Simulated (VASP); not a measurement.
# PbO (Litharge) (P4/nmm) in VASP: single point with PBE+D3(BJ)

Aim: the single point of PbO (Litharge) with PBE+D3(BJ).

All numbers are computed with VASP 6.6.1; they aren't measurements. Logs are shortened: lines on timing, memory, paths and dates and some standing lists are left out, and cuts for length are marked.

## (1) The cell of the first run

The structure is tetragonal, space group P4/nmm (No. 129). Conventional cell: a = 4.034 Å, b = 4.034 Å, c = 4.993 Å, α = 90.00°, β = 90.00°, γ = 90.00°. Within 3.1 Å of Pb (site symmetry 4mm) lie 4 O at 2.34 Å. O (site symmetry -4m2) has 4 Pb at 2.34 Å and 4 O at 2.85 Å within 3.1 Å.

## (2) Single point, PBE+D3(BJ)

The input, INCAR:

```
PREC = Accurate ; ENCUT = 520
EDIFF = 1E-6 ; ISMEAR = 0
SIGMA = 0.02 ; LREAL = False
LASPH = True ; NELM = 80
ALGO = Normal ; ISIF = 2
LWAVE = False ; LCHARG = False
GGA = PE ; IVDW = 12
NBANDS = 28
```

The input, KPOINTS:

```
regular mesh
0
Gamma
  8 8 6
```

The input, POSCAR:

```
PbO
1.0
    4.0343848701      0.0000000000      0.0000000000
    0.0000000000      4.0343848701      0.0000000000
    0.0000000000      0.0000000000      4.9932161123
Pb O
2 2
Direct
    0.0000000000      0.5000000000      0.2377510660
    0.5000000000      0.0000000000      0.7622489340
    0.0000000000      0.0000000000      0.0000000000
    0.5000000000      0.5000000000      0.0000000000
```

Potentials or basis: VASP PAW PBE potentials, release 64 (Pb_d, O).

Run with:

```bash
$ cat potpaw_PBE.64/Pb_d/POTCAR potpaw_PBE.64/O/POTCAR > POTCAR
$ mpirun -np 1 vasp_std > vasp.out
```

OUTCAR:

```text
PREC = Accurate
   ENCUT = 520
   EDIFF = 1E-6
   ISMEAR = 0
   LREAL = False
   LASPH = True
   NELM = 80
   ISIF = 2
   GGA = PE
   IVDW = 12
 IVDW          = 12

 ion  position               nearest neighbor table
   1  0.000  0.500  0.238-   3 2.34   4 2.34   3 2.34   4 2.34   2 3.71   2 3.71   2 3.71   2 3.71
                             2 3.87   2 3.87   2 3.87   2 3.87
   2  0.500  0.000  0.762-   3 2.34   4 2.34   4 2.34   3 2.34   1 3.71   1 3.71   1 3.71   1 3.71
                             1 3.87   1 3.87   1 3.87   1 3.87
   3  0.000  0.000  0.000-   1 2.34   2 2.34   1 2.34   2 2.34
   4  0.500  0.500  0.000-   1 2.34   2 2.34   2 2.34   1 2.34

  LATTYP: Found a simple tetragonal cell.
 ALAT       =     4.0343848701
 C/A-ratio  =     1.2376647923

  Lattice vectors:

 A1 = (   4.0343848701,   0.0000000000,   0.0000000000)
 A2 = (   0.0000000000,   4.0343848701,   0.0000000000)
 A3 = (   0.0000000000,   0.0000000000,   4.9932161123)

Analysis of symmetry for initial positions (statically):
=====================================================================
 Subroutine PRICEL returns:
 Original cell was already a primitive cell.

 Routine SETGRP: Setting up the symmetry group for a
 simple tetragonal supercell.

 Subroutine GETGRP returns: Found 16 space group operations
 (whereof  8 operations were pure point group operations)
 out of a pool of 16 trial point group operations.

The static configuration has the point symmetry D_2d.
 The point group associated with its full space group is D_4h.

Analysis of symmetry for dynamics (positions and initial velocities):
=====================================================================
 Subroutine PRICEL returns:
 Original cell was already a primitive cell.

 Routine SETGRP: Setting up the symmetry group for a
 simple tetragonal supercell.

 Subroutine GETGRP returns: Found 16 space group operations
 (whereof  8 operations were pure point group operations)
 out of a pool of 16 trial point group operations.

The dynamic configuration has the point symmetry D_2d.
 The point group associated with its full space group is D_4h.

 Subroutine INISYM returns: Found 16 space group operations
 (whereof  8 operations are pure point group operations),
 and found     1 'primitive' translations

----------------------------------------------------------------------------------------

                                     Primitive cell

  volume of cell :      81.2709

  direct lattice vectors                    reciprocal lattice vectors
     4.034384870  0.000000000  0.000000000     0.247869262  0.000000000  0.000000000
     0.000000000  4.034384870  0.000000000     0.000000000  0.247869262  0.000000000
     0.000000000  0.000000000  4.993216112     0.000000000  0.000000000  0.200271724

  length of vectors
     4.034384870  4.034384870  4.993216112     0.247869262  0.247869262  0.200271724

  position of ions in fractional coordinates (direct lattice)
     0.000000000  0.500000000  0.237751066
     0.500000000  0.000000000  0.762248934
     0.000000000  0.000000000  0.000000000
     0.500000000  0.500000000  0.000000000

  ion indices of the primitive-cell ions
   primitive index   ion index
                 1           1
                 2           2
                 3           3
                 4           4

----------------------------------------------------------------------------------------

 KPOINTS: regular mesh

Automatic generation of k-mesh.
 Grid dimensions read from file:
 generate k-points for:    8    8    6

 Generating k-lattice:

  Cartesian coordinates                     Fractional coordinates (reciprocal lattice)
     0.030983658  0.000000000  0.000000000     0.125000000  0.000000000  0.000000000
     0.000000000  0.030983658  0.000000000     0.000000000  0.125000000  0.000000000
     0.000000000  0.000000000  0.033378621     0.000000000  0.000000000  0.166666667

  Length of vectors
     0.030983658  0.030983658  0.033378621

  Shift w.r.t. Gamma in fractional coordinates (k-lattice)
     0.000000000  0.000000000  0.000000000

 Subroutine IBZKPT returns following result:
 ===========================================

 Found     60 irreducible k-points:

 Following reciprocal coordinates:
            Coordinates               Weight
  0.000000  0.000000  0.000000      1.000000
  0.125000  0.000000  0.000000      4.000000
  0.250000  0.000000  0.000000      4.000000
  0.375000  0.000000  0.000000      4.000000
  0.500000  0.000000  0.000000      2.000000
  0.125000  0.125000  0.000000      4.000000
[... 16 lines left out ...]
  0.375000  0.125000  0.166667     16.000000
  0.500000  0.125000  0.166667      8.000000
 [... further k-points ...]
   k-points           NKPTS =     60   k-points in BZ     NKDIM =     60   number of bands    NBANDS=     28
   number of dos      NEDOS =    301   number of ions     NIONS =      4
   total plane-waves  NPLWV =  36000
   dimension x,y,z NGX =    30 NGY =   30 NGZ =   40
   dimension x,y,z NGXF=    60 NGYF=   60 NGZF=   80
   ions per type =               2   2
   NGX,Y,Z   is equivalent  to a cutoff of  12.36, 12.36, 13.32 a.u.
   NGXF,Y,Z  is equivalent  to a cutoff of  24.72, 24.72, 26.64 a.u.
 SYSTEM =  unknown system
   PREC   = accura    normal or accurate (medium, high low for compatibility)
   ISTART =      0    job   : 0-new  1-cont  2-samecut
   ICHARG =      2    charge: 1-file 2-atom 10-const
   ISPIN  =      1    spin polarized calculation?
   LNONCOLLINEAR =      F non collinear calculations
   LSORBIT =      F    spin-orbit coupling
   LASPH  =      T    aspherical Exc in radial PAW
   ENCUT  =  520.0 eV  38.22 Ry    6.18 a.u.   7.50  7.50  9.28*2*pi/ulx,y,z
   NELM   =     80;   NELMIN=  2; NELMDL= -5     # of ELM steps
   EDIFF  = 0.1E-05   stopping-criterion for ELM
   LREAL  =      F    real-space projection
   EDIFFG = 0.1E-04   stopping-criterion for IOM
   NSW    =      0    number of steps for IOM
   IBRION =     -1    ionic relax: 0-MD 1-quasi-New 2-CG
   NFREE  =      0    steps in history (QN), initial steepest desc. (CG)
   ISIF   =      2    stress and relaxation
   ISYM   =      2    0-nonsym 1-usesym 2-fastsym
   POTIM  = 0.5000    time-step for ionic-motion
   TEBEG  =    0.0;   TEEND  =   0.0 temperature during run
   PSTRESS=    0.0 pullay stress
   NELECT =      40.0000    total number of electrons
   NUPDOWN=      -1.0000    fix difference up-down
   EMIN   =  10.00;   EMAX   =-10.00  energy-range for DOS
   EFERMI =   0.00;   METHOD = LEGACY
   ISMEAR =     0;   SIGMA  =   0.02  broadening in eV -4-tet -1-fermi 0-gaus
   EFERMI_NEDOS =   21; number of points for ismear=-14 and -15
   IALGO  =     38    algorithm
   IMIX   =      4    mixing-type and parameters
     AMIX     =   0.40;   BMIX     =  1.00
     AMIX_MAG =   1.60;   BMIX_MAG =  1.00
  volume/ion in A,a.u.               =      20.32       137.11
  Fermi-wavevector in a.u.,A,eV,Ry     =   1.292557  2.442579 22.731315  1.670705
  Thomas-Fermi vector in A             =   2.424258
   LORBIT       =      0    0 simple, 1 ext, 2 COOP (PROOUT), +10 PAW based schemes
   GGA     = PE    functional components
   LHFCALC =     F    Hartree Fock is set to
   AEXX    =    0.0000 exact exchange contribution
   IVDW    =    12    specifies the selected vdW correction
   LEPSILON=     F    determine dielectric tensor
   LRPA    =     F    only Hartree local field effects (RPA)
 non-spin polarized calculation
 Gauss-broadening in eV      SIGMA  =   0.02
  energy-cutoff  :      520.00
  volume of cell :       81.27
 maximum number of plane-waves:      2222
   NGX = 15   NGY = 15   NGZ = 19

 number of electron      40.0000001 magnetization

 Free energy of the ion-electron system (eV)
  ---------------------------------------------------
  ext. energy  EPLUGINS =         0.00000000
  ---------------------------------------------------
  free energy    TOTEN  =       -21.46412573 eV

  energy without entropy =      -21.46412573  energy(sigma->0) =      -21.46412573

 E-fermi :   4.9872     XC(G=0):  -9.7290

 val. band max:        4.8208684127   @ k =   0.1250   0.0000   0.0000
 cond. band min:       6.0936365140   @ k =   0.5000   0.5000   0.0000
 fundamental gap:      1.2727681012
 Fermi energy:         4.9872260112

 k-point     1 :       0.0000    0.0000    0.0000
  band No.  band energies     occupation
      1     -13.2517      2.00000
      2     -12.8135      2.00000
      3     -11.1146      2.00000
      4     -11.1146      2.00000
      5     -11.0636      2.00000
      6     -11.0262      2.00000
[... 20 lines left out ...]
     27      12.3648      0.00000
     28      12.9183      0.00000

 k-point     2 :       0.1250    0.0000    0.0000
  band No.  band energies     occupation
      1     -13.2220      2.00000
      2     -12.8211      2.00000
      3     -11.1075      2.00000
      4     -11.1057      2.00000
      5     -11.0536      2.00000
      6     -11.0185      2.00000
[... 20 lines left out ...]
     27      12.5607      0.00000
     28      13.8432      0.00000

 k-point     3 :       0.2500    0.0000    0.0000
  band No.  band energies     occupation
      1     -13.1460      2.00000
      2     -12.8465      2.00000
      3     -11.0879      2.00000
      4     -11.0811      2.00000
      5     -11.0245      2.00000
      6     -10.9989      2.00000
[... 20 lines left out ...]
     27      12.8106      0.00000
     28      15.5686      0.00000

 k-point     4 :       0.3750    0.0000    0.0000
  band No.  band energies     occupation
      1     -13.0518      2.00000
      2     -12.8942      2.00000
      3     -11.0598      2.00000
      4     -11.0492      2.00000
      5     -11.0037      2.00000
      6     -10.9978      2.00000
[... 578 lines left out ...]
     27      13.6834      0.00000
     28      15.1682      0.00000

 k-point    23 :       0.3750    0.1250    0.1667
  band No.  band energies     occupation
      1     -13.0406      2.00000
      2     -12.8961      2.00000
      3     -11.0661      2.00000
      4     -11.0372      2.00000
      5     -11.0100      2.00000
      6     -10.9876      2.00000
[... 20 lines left out ...]
     27      13.9615      0.00000
     28      14.5644      0.00000

 k-point    24 :       0.5000    0.1250    0.1667
  band No.  band energies     occupation
      1     -12.9612      2.00000
      2     -12.9612      2.00000
      3     -11.0440      2.00000
      4     -11.0440      2.00000
      5     -11.0033      2.00000
      6     -11.0033      2.00000
[... 20 lines left out ...]
     27      14.2394      0.00000
     28      14.2394      0.00000

 [... further k-points ...]

------------------------ aborting loop because EDIFF is reached ----------------------------------------

 Edisp (eV)   -0.93405

 E8    (eV) :    -0.4283

  FORCE on cell =-STRESS in cart. coord.  units (eV):
  Direction    XX          YY          ZZ          XY          YZ          ZX
  --------------------------------------------------------------------------------------
  -------------------------------------------------------------------------------------
  Total       0.04497     0.04497     0.03176     0.00000     0.00000     0.00000
  in kB       0.88658     0.88658     0.62617     0.00000     0.00000     0.00000
  external pressure =        0.80 kB  Pullay stress =        0.00 kB

 VOLUME and BASIS-vectors are now :
 -----------------------------------------------------------------------------
  energy-cutoff  :      520.00
  volume of cell :       81.27
      direct lattice vectors                 reciprocal lattice vectors
     4.034384870  0.000000000  0.000000000     0.247869262  0.000000000  0.000000000
     0.000000000  4.034384870  0.000000000     0.000000000  0.247869262  0.000000000
     0.000000000  0.000000000  4.993216112     0.000000000  0.000000000  0.200271724

 POSITION                                       TOTAL-FORCE (eV/Angst)
 -----------------------------------------------------------------------------------
      0.00000      2.01719      1.18714         0.000000      0.000000      0.038541
      2.01719      0.00000      3.80607        -0.000000      0.000000     -0.038541
      0.00000      0.00000      0.00000         0.000000      0.000000      0.000000
      2.01719      2.01719      0.00000         0.000000     -0.000000      0.000000
 -----------------------------------------------------------------------------------
    total drift:                                0.000000      0.000000      0.000000

  FREE ENERGIE OF THE ION-ELECTRON SYSTEM (eV)
  ---------------------------------------------------
  free  energy   TOTEN  =       -22.3981757229 eV

  energy  without entropy=      -22.3981757229  energy(sigma->0) =      -22.39817572
```

It took 76 s on 1 thread of Intel Xeon Platinum 8488C (Sapphire Rapids), shared host; peak memory 0.26 GiB.

What came out:

```
Free energy                : -22.3982 eV
Pressure                   : 0.1 GPa
Largest force              : 0.039 eV/Å
Band gap on the k mesh     : 1.27 eV, indirect (least direct gap 2.19 eV)
Dispersion energy per atom : -0.234 eV
```

Forces in eV/Å, atoms in the order of the input:
```
Pb   0.000  0.000  0.039
Pb   0.000  0.000 -0.039
O    0.000  0.000  0.000
O    0.000  0.000  0.000
```

Caveat: spin-orbit coupling is left out, which moves the levels of the heavy elements.
